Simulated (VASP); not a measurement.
# ScAl3 (Pm-3m) in VASP: notebook

Runs on ScAl3. Level: PBE. Tasks: single point.

Everything below comes from runs of VASP 6.6.1. Logs are shortened: lines on timing, memory, paths and dates and some standing lists are left out, and cuts for length are marked.

## Step 1: The cell of the first run

Symmetry: Pm-3m, No. 221, cubic system. Conventional cell: a = 4.019 Å, b = 4.019 Å, c = 4.019 Å, α = 90.00°, β = 90.00°, γ = 90.00°. Within 3.7 Å of Sc (site symmetry m-3m) lie 12 Al at 2.84 Å. Within 3.7 Å of Al (site symmetry 4/mmm) lie 4 Sc at 2.84 Å and 8 Al at 2.84 Å.

## Step 2: Single point, PBE

INCAR

```
SYSTEM = ScAl3
  ALGO = Normal
  EDIFF = 1E-7
  ENCUT = 520
  GGA = PE
  ISIF = 2
  ISMEAR = 0
  LASPH = .True.
  LCHARG = .False.
  LREAL = .False.
  LWAVE = .False.
  NBANDS = 18
  NELM = 80
  PREC = Accurate
  SIGMA = 0.05
```

KPOINTS

```
k-points
0
Gamma
  6 6 6
  0 0 0
```

POSCAR

```
ScAl3
1.0
    4.0185083255      0.0000000000      0.0000000000
    0.0000000000      4.0185083255      0.0000000000
    0.0000000000      0.0000000000      4.0185083255
Sc Al
1 3
Direct
    0.0000000000      0.0000000000      0.0000000000
    0.5000000000      0.0000000000      0.5000000000
    0.0000000000      0.5000000000      0.5000000000
    0.5000000000      0.5000000000      0.0000000000
```

Potentials or basis: VASP PAW PBE potentials, release 64 (Sc_sv, Al).

Launch:

```sh
$ cat potpaw_PBE.64/Sc_sv/POTCAR potpaw_PBE.64/Al/POTCAR > POTCAR
$ mpirun -np 1 vasp_std > vasp.out
```

OUTCAR:

```text
SYSTEM = ScAl3
   EDIFF = 1E-7
   ENCUT = 520
   GGA = PE
   ISIF = 2
   ISMEAR = 0
   LASPH = .True.
   LREAL = .False.
   NELM = 80
   PREC = Accurate

 ion  position               nearest neighbor table
   1  0.000  0.000  0.000-   2 2.84   3 2.84   4 2.84   2 2.84   3 2.84   3 2.84   4 2.84   3 2.84
                             2 2.84   4 2.84   2 2.84   4 2.84
   2  0.500  0.000  0.500-   1 2.84   3 2.84   4 2.84   1 2.84   4 2.84   3 2.84   4 2.84   4 2.84
                             1 2.84   3 2.84   1 2.84   3 2.84
   3  0.000  0.500  0.500-   1 2.84   2 2.84   4 2.84   1 2.84   4 2.84   1 2.84   2 2.84   1 2.84
                             2 2.84   4 2.84   4 2.84   2 2.84
   4  0.500  0.500  0.000-   1 2.84   2 2.84   3 2.84   2 2.84   3 2.84   1 2.84   2 2.84   2 2.84
                             1 2.84   3 2.84   3 2.84   1 2.84

  LATTYP: Found a simple cubic cell.
 ALAT       =     4.0185083255

  Lattice vectors:

 A1 = (   4.0185083255,   0.0000000000,   0.0000000000)
 A2 = (   0.0000000000,   4.0185083255,   0.0000000000)
 A3 = (   0.0000000000,   0.0000000000,   4.0185083255)

Analysis of symmetry for initial positions (statically):
=====================================================================
 Subroutine PRICEL returns:
 Original cell was already a primitive cell.

 Routine SETGRP: Setting up the symmetry group for a
 simple cubic supercell.

 Subroutine GETGRP returns: Found 48 space group operations
 (whereof 48 operations were pure point group operations)
 out of a pool of 48 trial point group operations.

The static configuration has the point symmetry O_h .

Analysis of symmetry for dynamics (positions and initial velocities):
=====================================================================
 Subroutine PRICEL returns:
 Original cell was already a primitive cell.

 Routine SETGRP: Setting up the symmetry group for a
 simple cubic supercell.

 Subroutine GETGRP returns: Found 48 space group operations
 (whereof 48 operations were pure point group operations)
 out of a pool of 48 trial point group operations.

The dynamic configuration has the point symmetry O_h .

 Subroutine INISYM returns: Found 48 space group operations
 (whereof 48 operations are pure point group operations),
 and found     1 'primitive' translations

----------------------------------------------------------------------------------------

                                     Primitive cell

  volume of cell :      64.8925

  direct lattice vectors                    reciprocal lattice vectors
     4.018508326  0.000000000  0.000000000     0.248848557  0.000000000  0.000000000
     0.000000000  4.018508326  0.000000000     0.000000000  0.248848557  0.000000000
     0.000000000  0.000000000  4.018508326     0.000000000  0.000000000  0.248848557

  length of vectors
     4.018508326  4.018508326  4.018508326     0.248848557  0.248848557  0.248848557

  position of ions in fractional coordinates (direct lattice)
     0.000000000  0.000000000  0.000000000
     0.500000000  0.000000000  0.500000000
     0.000000000  0.500000000  0.500000000
     0.500000000  0.500000000  0.000000000

  ion indices of the primitive-cell ions
   primitive index   ion index
                 1           1
                 2           2
                 3           3
                 4           4

----------------------------------------------------------------------------------------

 KPOINTS: k-points

Automatic generation of k-mesh.
 Grid dimensions read from file:
 generate k-points for:    6    6    6

 Generating k-lattice:

  Cartesian coordinates                     Fractional coordinates (reciprocal lattice)
     0.041474760  0.000000000  0.000000000     0.166666667  0.000000000  0.000000000
     0.000000000  0.041474760  0.000000000     0.000000000  0.166666667  0.000000000
     0.000000000  0.000000000  0.041474760     0.000000000  0.000000000  0.166666667

  Length of vectors
     0.041474760  0.041474760  0.041474760

  Shift w.r.t. Gamma in fractional coordinates (k-lattice)
     0.000000000  0.000000000  0.000000000

 Subroutine IBZKPT returns following result:
 ===========================================

 Found     20 irreducible k-points:

 Following reciprocal coordinates:
            Coordinates               Weight
  0.000000  0.000000  0.000000      1.000000
  0.166667  0.000000  0.000000      6.000000
  0.333333  0.000000  0.000000      6.000000
  0.500000  0.000000  0.000000      3.000000
  0.166667  0.166667  0.000000     12.000000
  0.333333  0.166667  0.000000     24.000000
[... 12 lines left out ...]
  0.500000  0.500000  0.333333      6.000000
  0.500000  0.500000  0.500000      1.000000
   k-points           NKPTS =     20   k-points in BZ     NKDIM =     20   number of bands    NBANDS=     18
   number of dos      NEDOS =    301   number of ions     NIONS =      4
   total plane-waves  NPLWV =  27000
   dimension x,y,z NGX =    30 NGY =   30 NGZ =   30
   dimension x,y,z NGXF=    60 NGYF=   60 NGZF=   60
   ions per type =               1   3
   NGX,Y,Z   is equivalent  to a cutoff of  12.41, 12.41, 12.41 a.u.
   NGXF,Y,Z  is equivalent  to a cutoff of  24.82, 24.82, 24.82 a.u.
 SYSTEM =  ScAl3
   PREC   = accura    normal or accurate (medium, high low for compatibility)
   ISTART =      0    job   : 0-new  1-cont  2-samecut
   ICHARG =      2    charge: 1-file 2-atom 10-const
   ISPIN  =      1    spin polarized calculation?
   LNONCOLLINEAR =      F non collinear calculations
   LSORBIT =      F    spin-orbit coupling
   LASPH  =      T    aspherical Exc in radial PAW
   ENCUT  =  520.0 eV  38.22 Ry    6.18 a.u.   7.47  7.47  7.47*2*pi/ulx,y,z
   NELM   =     80;   NELMIN=  2; NELMDL= -5     # of ELM steps
   EDIFF  = 0.1E-06   stopping-criterion for ELM
   LREAL  =      F    real-space projection
   EDIFFG = 0.1E-05   stopping-criterion for IOM
   NSW    =      0    number of steps for IOM
   IBRION =     -1    ionic relax: 0-MD 1-quasi-New 2-CG
   NFREE  =      0    steps in history (QN), initial steepest desc. (CG)
   ISIF   =      2    stress and relaxation
   ISYM   =      2    0-nonsym 1-usesym 2-fastsym
   POTIM  = 0.5000    time-step for ionic-motion
   TEBEG  =    0.0;   TEEND  =   0.0 temperature during run
   PSTRESS=    0.0 pullay stress
   NELECT =      20.0000    total number of electrons
   NUPDOWN=      -1.0000    fix difference up-down
   EMIN   =  10.00;   EMAX   =-10.00  energy-range for DOS
   EFERMI =   0.00;   METHOD = LEGACY
   ISMEAR =     0;   SIGMA  =   0.05  broadening in eV -4-tet -1-fermi 0-gaus
   EFERMI_NEDOS =   21; number of points for ismear=-14 and -15
   IALGO  =     38    algorithm
   IMIX   =      4    mixing-type and parameters
     AMIX     =   0.40;   BMIX     =  1.00
     AMIX_MAG =   1.60;   BMIX_MAG =  1.00
  volume/ion in A,a.u.               =      16.22       109.48
  Fermi-wavevector in a.u.,A,eV,Ry     =   1.105826  2.089707 16.637887  1.222850
  Thomas-Fermi vector in A             =   2.242318
   LORBIT       =      0    0 simple, 1 ext, 2 COOP (PROOUT), +10 PAW based schemes
   GGA     = PE    functional components
   LHFCALC =     F    Hartree Fock is set to
   AEXX    =    0.0000 exact exchange contribution
   IVDW    =     0    specifies the selected vdW correction
   LEPSILON=     F    determine dielectric tensor
   LRPA    =     F    only Hartree local field effects (RPA)
 non-spin polarized calculation
 Gauss-broadening in eV      SIGMA  =   0.05
  energy-cutoff  :      520.00
  volume of cell :       64.89
 maximum number of plane-waves:      1775
 NGX is ok and might be reduce to    30
   NGX = 15   NGY = 15   NGZ = 15

 number of electron      20.0000005 magnetization

 Free energy of the ion-electron system (eV)
  ---------------------------------------------------
  ext. energy  EPLUGINS =         0.00000000
  ---------------------------------------------------
  free energy    TOTEN  =       -19.20458847 eV

  energy without entropy =      -19.20042352  energy(sigma->0) =      -19.20250599

 E-fermi :   7.8622     XC(G=0): -10.6168

 val. band max:        7.8583197650   @ k =   0.1667   0.1667   0.0000
 cond. band min:       8.0123063589   @ k =   0.3333   0.0000   0.0000
 fundamental gap:      0.1539865939
 Fermi energy:         7.8622182477

 k-point     1 :       0.0000    0.0000    0.0000
  band No.  band energies     occupation
      1     -41.0540      2.00000
      2     -19.7783      2.00000
      3     -19.7783      2.00000
      4     -19.7783      2.00000
      5      -2.5546      2.00000
      6       5.0549      2.00000
[... 10 lines left out ...]
     17      13.2933      0.00000
     18      13.2933      0.00000

 k-point     2 :       0.1667    0.0000    0.0000
  band No.  band energies     occupation
      1     -41.0536      2.00000
      2     -19.7887      2.00000
      3     -19.7775      2.00000
      4     -19.7775      2.00000
      5      -2.2887      2.00000
      6       3.4991      2.00000
[... 10 lines left out ...]
     17      13.3498      0.00000
     18      13.3498      0.00000

 k-point     3 :       0.3333    0.0000    0.0000
  band No.  band energies     occupation
      1     -41.0527      2.00000
      2     -19.8094      2.00000
      3     -19.7759      2.00000
      4     -19.7759      2.00000
      5      -1.5188      2.00000
      6       1.5632      2.00000
[... 10 lines left out ...]
     17      12.4790      0.00000
     18      13.7496      0.00000

 k-point     4 :       0.5000    0.0000    0.0000
  band No.  band energies     occupation
      1     -41.0523      2.00000
      2     -19.8196      2.00000
      3     -19.7751      2.00000
      4     -19.7751      2.00000
      5      -0.6046      2.00000
      6       0.2387      2.00000
[... 291 lines left out ...]
      4     -19.7998      2.00000
      5       1.0431      2.00000
      6       2.0655      2.00000
[... 10 lines left out ...]
     17      12.4384      0.00000
     18      15.3543      0.00000

 k-point    19 :       0.5000    0.5000    0.3333
  band No.  band energies     occupation
      1     -41.0495      2.00000
      2     -19.8095      2.00000
      3     -19.8095      2.00000
      4     -19.7991      2.00000
      5       1.7686      2.00000
      6       2.5607      2.00000
[... 10 lines left out ...]
     17      12.0614      0.00000
     18      16.7930      0.00000

 k-point    20 :       0.5000    0.5000    0.5000
  band No.  band energies     occupation
      1     -41.0491      2.00000
      2     -19.8081      2.00000
      3     -19.8081      2.00000
      4     -19.8081      2.00000
      5       2.8611      2.00000
      6       2.8611      2.00000
[... 10 lines left out ...]
     17      12.0436      0.00000
     18      19.1938      0.00000

------------------------ aborting loop because EDIFF is reached ----------------------------------------

  FORCE on cell =-STRESS in cart. coord.  units (eV):
  Direction    XX          YY          ZZ          XY          YZ          ZX
  --------------------------------------------------------------------------------------
  -------------------------------------------------------------------------------------
  Total        2.5553129      2.5553129      2.5553129      0.0000000      0.0000000     -0.0000000
  in kB       63.0899298     63.0899298     63.0899298      0.0000000      0.0000000     -0.0000000
  external PRESSURE =      63.0899298 kB  Pullay stress =       0.0000000 kB

 VOLUME and BASIS-vectors are now :
 -----------------------------------------------------------------------------
  energy-cutoff  :      520.00
  volume of cell :       64.89
      direct lattice vectors                 reciprocal lattice vectors
     4.018508326  0.000000000  0.000000000     0.248848557  0.000000000  0.000000000
     0.000000000  4.018508326  0.000000000     0.000000000  0.248848557  0.000000000
     0.000000000  0.000000000  4.018508326     0.000000000  0.000000000  0.248848557

 POSITION                                       TOTAL-FORCE (eV/Angst)
 -----------------------------------------------------------------------------------
      0.00000      0.00000      0.00000         0.000000      0.000000      0.000000
      2.00925      0.00000      2.00925         0.000000      0.000000      0.000000
      0.00000      2.00925      2.00925         0.000000      0.000000      0.000000
      2.00925      2.00925      0.00000         0.000000      0.000000      0.000000
 -----------------------------------------------------------------------------------
    total drift:                                0.000000     -0.000000      0.000000

  FREE ENERGIE OF THE ION-ELECTRON SYSTEM (eV)
  ---------------------------------------------------
  free  energy   TOTEN  =       -19.2045884678 eV

  energy  without entropy=      -19.2004235183  energy(sigma->0) =      -19.20250599
```

It used 18 s of CPU time on 1 thread of Intel Xeon 6975P-C, with other jobs on the host.

Results:

| Quantity | Value |
| --- | --- |
| Free energy | -19.2046 eV |
| Pressure | 6.3 GPa |
| Band gap on the k mesh | zero (band 10 reaches 8.82 eV, above the bottom of band 11 at 4.73 eV) |

(Continued in part 2 of 2.)
